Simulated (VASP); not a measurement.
# HC20 in VASP: notebook

The runs below take HC20 through single point, with LDA.

All numbers are computed with VASP 6.6.1; they aren't measurements. Logs are shortened: lines on timing, memory, paths and dates and some standing lists are left out, and cuts for length are marked.

**1. The cell of the first run**

The cell holds a slab with vacuum, 42 atoms: a = 7.202 Å, b = 8.468 Å, c = 22.792 Å, α = 90.00°, β = 90.00°, γ = 113.08°.

**2. Single point, LDA**

Input file INCAR:

```
SYSTEM = HC20
PREC     = Accurate       ! precision mode
ENCUT    = 520            ! plane-wave cutoff, eV
EDIFF    = 1E-7           ! SCF threshold, eV
ISMEAR   = 0              ! smearing method
SIGMA    = 0.05           ! smearing width, eV
LREAL    = Auto         
LASPH    = .True.         ! aspherical terms in the spheres
NELM     = 60             ! most SCF steps
ALGO     = Normal         ! electronic algorithm
ISIF     = 2              ! what is computed and relaxed
LWAVE    = .False.        ! write WAVECAR
LCHARG   = .True.         ! write CHGCAR
LDIPOL   = .True.       
IDIPOL   = 3            
DIPOL    = 0.5 0.5 0.290
LELF     = .True.         ! ELF
LVHAR    = .True.       
LVACPOTAV= .True.       
NBANDS   = 108            ! bands
```

Input file KPOINTS:

```
regular mesh
0
Gamma
  4 4 1
  0 0 0
```

Input file POSCAR:

```
HC20
1.0
    7.2015518731      0.0000000000      0.0000000000
   -3.3194130427      7.7907812636      0.0000000000
    0.0000000000      0.0000000000     22.7916832250
C H
40 2
Direct
    0.2501129010      0.1667043003      0.1755026147
    0.2501129010      0.6667043003      0.1755026147
    0.7501129009      0.1667043003      0.1755026147
    0.7501129009      0.6667043003      0.1755026147
    0.2498870990      0.3332956997      0.1755026147
    0.2498870990      0.8332956997      0.1755026147
    0.7498870990      0.3332956997      0.1755026147
    0.7498870990      0.8332956997      0.1755026147
    0.2501129010      0.4167043003      0.2291325538
    0.2501129010      0.9167043003      0.2291325538
    0.7501129009      0.4167043003      0.2291325538
    0.7501129009      0.9167043003      0.2291325538
    0.2498870990      0.0832956997      0.2291325538
    0.2498870991      0.5832956997      0.2291325538
    0.7498870990      0.0832956997      0.2291325538
    0.7498870990      0.5832956997      0.2291325538
    0.2500458055      0.1676520614      0.2827258575
    0.2500458055      0.6676520614      0.2827258575
    0.7500458055      0.1676520614      0.2827258575
    0.7500458055      0.6676520614      0.2827258575
    0.2499541945      0.3323479386      0.2827258575
    0.2499541945      0.8323479386      0.2827258575
    0.7499541945      0.3323479386      0.2827258575
    0.7499541945      0.8323479386      0.2827258575
    0.2500622594      0.4183368654      0.3365410697
    0.2500622594      0.9183368654      0.3365410697
    0.7500622594      0.4183368654      0.3365410697
    0.7500622594      0.9183368654      0.3365410697
    0.2499377406      0.0816631346      0.3365410697
    0.2499377406      0.5816631346      0.3365410697
    0.7499377406      0.0816631346      0.3365410697
    0.7499377406      0.5816631346      0.3365410697
    0.2501903787      0.1771682769      0.3857408485
    0.2501903787      0.6771682769      0.3857408485
    0.7501903787      0.1771682769      0.3857408485
    0.7501903787      0.6771682769      0.3857408485
    0.2498096213      0.3228317231      0.3857408485
    0.2498096213      0.8228317231      0.3857408485
    0.7498096213      0.3228317231      0.3857408485
    0.7498096213      0.8228317231      0.3857408485
    0.9998096213      0.2345629937      0.4476055201
    0.9998096213      0.4111004525      0.4476055201
```

Potentials or basis: VASP PAW LDA potentials, release 64 (C, H).

Started as:

```console
cat potpaw_LDA.64/C/POTCAR potpaw_LDA.64/H/POTCAR > POTCAR
mpirun -np 1 vasp_std > vasp.out
```

OUTCAR:

```text
SYSTEM = HC20
   PREC = Accurate
   ENCUT = 520
   EDIFF = 1E-7
   ISMEAR = 0
   LREAL = Auto
   LASPH = .True.
   NELM = 60
   ISIF = 2

 ion  position               nearest neighbor table
   1  0.250  0.167  0.176-   5 1.41  13 1.41
   2  0.250  0.667  0.176-   6 1.41  14 1.41
   3  0.750  0.167  0.176-   7 1.41  15 1.41
   4  0.750  0.667  0.176-   8 1.41  16 1.41
   5  0.250  0.333  0.176-   1 1.41   9 1.41
   6  0.250  0.833  0.176-   2 1.41  10 1.41
   7  0.750  0.333  0.176-   3 1.41  11 1.41
   8  0.750  0.833  0.176-   4 1.41  12 1.41
   9  0.250  0.417  0.229-  14 1.41   5 1.41  21 1.41
  10  0.250  0.917  0.229-  13 1.41   6 1.41  22 1.41
  11  0.750  0.417  0.229-  16 1.41   7 1.41  23 1.41
  12  0.750  0.917  0.229-  15 1.41   8 1.41  24 1.41
  13  0.250  0.083  0.229-  10 1.41   1 1.41  17 1.41
  14  0.250  0.583  0.229-   9 1.41   2 1.41  18 1.41
[... 16 lines left out ...]
  31  0.750  0.082  0.337-  35 1.38  28 1.38  19 1.43
  32  0.750  0.582  0.337-  36 1.38  27 1.38  20 1.43
  33  0.250  0.177  0.386-  37 1.23  29 1.38
  34  0.250  0.677  0.386-  38 1.23  30 1.38
  35  0.750  0.177  0.386-  39 1.23  31 1.38
  36  0.750  0.677  0.386-  40 1.23  32 1.38
  37  0.250  0.323  0.386-  33 1.23  25 1.38
  38  0.250  0.823  0.386-  34 1.23  26 1.38
  39  0.750  0.323  0.386-  35 1.23  27 1.38
  40  0.750  0.823  0.386-  36 1.23  28 1.38
  41  1.000  0.235  0.448-
  42  1.000  0.411  0.448-

  LATTYP: Found a simple monoclinic cell.
 ALAT       =     7.2015518731
 B/A-ratio  =     3.1648294182
 C/A-ratio  =     1.1759212235
 COS(beta)  =    -0.3919737412

  Lattice vectors:

 A1 = (   7.2015518731,   0.0000000000,   0.0000000000)
 A2 = (   0.0000000000,   0.0000000000, -22.7916832250)
 A3 = (  -3.3194130427,   7.7907812636,   0.0000000000)

Analysis of symmetry for initial positions (statically):
=====================================================================
 Subroutine PRICEL returns:
 Original cell was already a primitive cell.

 Routine SETGRP: Setting up the symmetry group for a
 simple monoclinic supercell.

 Subroutine GETGRP returns: Found  1 space group operations
 (whereof  1 operations were pure point group operations)
 out of a pool of  4 trial point group operations.

The static configuration has the point symmetry C_1 .

Analysis of symmetry for dynamics (positions and initial velocities):
[... 182 lines left out ...]
   ISIF   =      2    stress and relaxation
   ISYM   =      2    0-nonsym 1-usesym 2-fastsym
   POTIM  = 0.5000    time-step for ionic-motion
   TEBEG  =    0.0;   TEEND  =   0.0 temperature during run
   PSTRESS=    0.0 pullay stress
   NELECT =     162.0000    total number of electrons
   NUPDOWN=      -1.0000    fix difference up-down
   EMIN   =  10.00;   EMAX   =-10.00  energy-range for DOS
   EFERMI =   0.00;   METHOD = LEGACY
   ISMEAR =     0;   SIGMA  =   0.05  broadening in eV -4-tet -1-fermi 0-gaus
   EFERMI_NEDOS =   21; number of points for ismear=-14 and -15
   IALGO  =     38    algorithm
   IMIX   =      4    mixing-type and parameters
     AMIX     =   0.40;   BMIX     =  1.00
     AMIX_MAG =   1.60;   BMIX_MAG =  1.00
  volume/ion in A,a.u.               =      30.45       205.46
  Fermi-wavevector in a.u.,A,eV,Ry     =   0.822215  1.553761  9.198046  0.676037
  Thomas-Fermi vector in A             =   1.933511
   LORBIT       =      0    0 simple, 1 ext, 2 COOP (PROOUT), +10 PAW based schemes
   GGA     = CA    functional components
   LHFCALC =     F    Hartree Fock is set to
   AEXX    =    0.0000 exact exchange contribution
   IVDW    =     0    specifies the selected vdW correction
   LEPSILON=     F    determine dielectric tensor
   LRPA    =     F    only Hartree local field effects (RPA)
 non-spin polarized calculation
 Gauss-broadening in eV      SIGMA  =   0.05
  energy-cutoff  :      520.00
  volume of cell :     1278.74
 maximum number of plane-waves:     34461
 NGX is ok and might be reduce to    54
   NGX = 27   NGY = 31   NGZ = 85

 dipolmoment           0.000000      0.000000      0.121849 electrons x Angstroem

 number of electron     162.0000011 magnetization

 dipolmoment           0.000000      0.000000     -0.259135 electrons x Angstroem

 Free energy of the ion-electron system (eV)
  ---------------------------------------------------
  ext. energy  EPLUGINS =         0.00000000
  ---------------------------------------------------
  free energy    TOTEN  =      -366.71051458 eV

  energy without entropy =     -366.69704322  energy(sigma->0) =     -366.70377890

 E-fermi :  -3.3832     XC(G=0):  -3.8047

 val. band max:       -3.4142881492   @ k =   0.5000   0.2500   0.0000
 cond. band min:      -3.3809648683   @ k =   0.0000   0.0000   0.0000
 fundamental gap:      0.0333232810
 Fermi energy:        -3.3831894674

 k-point     1 :       0.0000    0.0000    0.0000
  band No.  band energies     occupation
      1     -22.1315      2.00000
      2     -21.8015      2.00000
      3     -20.7424      2.00000
      4     -20.5939      2.00000
      5     -20.4657      2.00000
      6     -20.3149      2.00000
[... 949 lines left out ...]
     92      -0.5383      0.00000
     93      -0.4520      0.00000
 [bands above 93 left out]

------------------------ aborting loop because EDIFF is reached ----------------------------------------

  FORCE on cell =-STRESS in cart. coord.  units (eV):
  Direction    XX          YY          ZZ          XY          YZ          ZX
  --------------------------------------------------------------------------------------
  -------------------------------------------------------------------------------------
  Total       -0.8716904     -7.7847884     -8.3679920      2.0355745      1.1278501      1.2291527
  in kB       -1.0921677     -9.7538010    -10.4845147      2.5504339      1.4131181      1.5400432
  external PRESSURE =      -7.1101611 kB  Pullay stress =       0.0000000 kB

 VOLUME and BASIS-vectors are now :
 -----------------------------------------------------------------------------
  energy-cutoff  :      520.00
  volume of cell :     1278.74
      direct lattice vectors                 reciprocal lattice vectors
     7.201551873  0.000000000  0.000000000     0.138858960  0.059163545  0.000000000
    -3.319413043  7.790781264  0.000000000     0.000000000  0.128356832  0.000000000
     0.000000000  0.000000000 22.791683225     0.000000000  0.000000000  0.043875654

 POSITION                                       TOTAL-FORCE (eV/Angst)
 -----------------------------------------------------------------------------------
      1.24784      1.29876      4.00000        -2.610742      6.340398      1.111782
     -0.41187      5.19415      4.00000        -2.740479      6.249777      1.125518
      4.84862      1.29876      4.00000        -2.708482      6.284317      1.088299
      3.18891      5.19415      4.00000        -2.660687      6.315272      1.146474
      0.69323      2.59663      4.00000         2.597628     -6.321629      1.128928
     -0.96648      6.49202      4.00000         2.757992     -6.255326      1.110820
[... 34 lines left out ...]
      6.42157      1.82743     10.20168        -0.721452      3.445279     -0.060623
      5.83557      3.20279     10.20168         1.635706     -2.456262      0.211718
 -----------------------------------------------------------------------------------
    total drift:                                0.000173     -0.000014     -0.043583

  FREE ENERGIE OF THE ION-ELECTRON SYSTEM (eV)
  ---------------------------------------------------
  free  energy   TOTEN  =      -366.7105145813 eV

  energy  without entropy=     -366.6970432203  energy(sigma->0) =     -366.70377890

 vacuum level on the upper side and lower side of the slab         2.451         3.287
```

It took 1.6 h on 1 thread of Intel Xeon Platinum 8559C (Emerald Rapids), shared host; peak memory 1.3 GiB.

What came out:

* Free energy: -366.7105 eV
* Largest force: 6.948 eV/Å
* Band gap on the k mesh: 0.01 eV (least direct gap 0.08 eV)

Forces on the atoms (eV/Å):
```
C   -2.611  6.340  1.112
C   -2.740  6.250  1.126
C   -2.708  6.284  1.088
C   -2.661  6.315  1.146
C    2.598 -6.322  1.129
C    2.758 -6.255  1.111
C    2.685 -6.297  1.080
C    2.659 -6.307  1.142
C   -0.113  0.396 -1.212
C   -0.177  0.370 -1.182
C   -0.130  0.364 -1.145
C   -0.171  0.364 -1.219
C    0.111 -0.361 -1.169
C    0.176 -0.379 -1.184
C    0.170 -0.343 -1.152
C    0.134 -0.388 -1.220
C   -0.037 -0.125 -0.076
C   -0.002 -0.037 -0.009
C    0.066  0.077 -0.125
C    0.011 -0.016  0.031
C   -0.003  0.040  0.040
C   -0.042 -0.014 -0.008
C    0.124 -0.012 -0.120
C    0.003  0.027  0.034
C   -0.078  0.112 -0.084
C    0.082 -0.023  0.045
C   -0.003 -0.110  0.049
C   -0.030 -0.079 -0.008
C    0.026  0.271 -0.067
C    0.093 -0.048 -0.041
C   -0.121  0.120  0.020
C   -0.080  0.003  0.006
C    0.546 -1.081  0.193
C    0.023 -0.549  0.284
C    0.089 -1.215 -0.153
C    0.127 -0.311  0.082
C   -0.572  0.389  0.314
C   -0.234  0.416  0.081
C   -0.771  0.813 -0.194
C   -0.111  0.328  0.106
H   -0.721  3.445 -0.061
H    1.636 -2.456  0.212
```

Caveat: the smearing spreads over this small gap.

**3. Single point, LDA**

Input file INCAR:

```
SYSTEM = HC20
ALGO = Normal
DIPOL = 0.5 0.5 0.292
EDIFF = 1E-6
ENCUT = 520
GGA = CA
IDIPOL = 3
ISIF = 2
ISMEAR = 0
LASPH = .TRUE.
LCHARG = .FALSE.
LDIPOL = .TRUE.
LREAL = Auto
LWAVE = .FALSE.
NBANDS = 108
NELM = 80
PREC = Accurate
SIGMA = 0.05
```

Input file KPOINTS:

```
k-points
0
G
  4 4 1
  0 0 0
```

POSCAR: that of step 2 with these lines changed.

```diff
@@ -48,3 +48,3 @@
     0.7498096213      0.8228317231      0.3857408485
-    0.9998096213      0.2345629937      0.4476055201
-    0.9998096213      0.4111004525      0.4476055201
+    0.9998096213      0.2685715476      0.4998175480
+    0.9998096213      0.3770918985      0.4998175480
```

Potentials or basis: VASP PAW LDA potentials, release 64 (C, H).

Started as:

```console
cat potpaw_LDA.64/C/POTCAR potpaw_LDA.64/H/POTCAR > POTCAR
mpirun -np 1 vasp_std > vasp.out
```

It took 46 min on 1 thread of Intel Xeon 6975P-C (Granite Rapids), shared host; peak memory 1.3 GiB.

Results (log left out):

| Quantity | Value |
| --- | --- |
| Free energy | -369.3952 eV |
| Largest force | 6.945 eV/Å |
| Band gap on the k mesh | 0.01 eV |

Forces on the atoms (eV/Å):
```
C   -2.680  6.310  1.103
C   -2.685  6.307  1.105
C   -2.682  6.310  1.104
C   -2.685  6.309  1.105
C    2.679 -6.311  1.105
C    2.686 -6.306  1.104
C    2.682 -6.311  1.103
C    2.684 -6.309  1.105
C   -0.171  0.414 -1.183
C   -0.174  0.414 -1.184
C   -0.171  0.412 -1.182
C   -0.174  0.412 -1.185
C    0.171 -0.411 -1.183
C    0.174 -0.413 -1.183
C    0.173 -0.411 -1.183
C    0.173 -0.413 -1.184
C    0.003 -0.017  0.009
C    0.001 -0.011  0.012
C    0.003 -0.009  0.005
C    0.000 -0.009  0.012
C   -0.001  0.008  0.011
C   -0.001  0.008  0.013
C    0.003  0.012  0.004
C   -0.001  0.010  0.013
C   -0.019  0.052  0.024
C   -0.011  0.050  0.009
C   -0.006  0.032  0.016
C   -0.011  0.043  0.003
C    0.008 -0.030  0.003
C    0.013 -0.050  0.006
C    0.004 -0.034  0.016
C    0.007 -0.047  0.005
C    0.036 -0.072  0.075
C    0.034 -0.067  0.073
C    0.011 -0.066  0.029
C    0.040 -0.068  0.060
C   -0.024  0.042  0.050
C   -0.038  0.059  0.057
C   -0.057  0.051  0.031
C   -0.038  0.070  0.063
H   -1.204  2.912  0.012
H    1.249 -2.874  0.024
```

Levels at points of the mesh, in eV from the valence-band top:
| k point | band 77 | band 78 | band 79 | band 80 | band 81 | band 82 | band 83 | band 84 | band 85 | band 86 |
| --- | --- | --- | --- | --- | --- | --- | --- | --- | --- | --- |
| (0.00, 0.00, 0.00) | -1.00 | -0.92 | -0.82 | -0.20 | -0.04 | 0.01 | 0.51 | 0.62 | 0.71 | 0.97 |
| (0.50, 0.00, 0.00) | -1.33 | -0.98 | -0.98 | -0.13 | -0.12 | 0.17 | 0.18 | 0.82 | 0.84 | 1.06 |
| (0.00, 0.50, 0.00) | -1.42 | -1.10 | -1.10 | -1.09 | -1.09 | 0.62 | 0.63 | 0.65 | 0.65 | 1.48 |
| (0.50, 0.50, 0.00) | -1.29 | -1.18 | -1.18 | -0.79 | -0.79 | 0.50 | 0.51 | 0.76 | 0.76 | 1.36 |

Caveat: the smearing spreads over this small gap.

The gap in the log of VASP goes by the Fermi energy; the results here count the filled bands.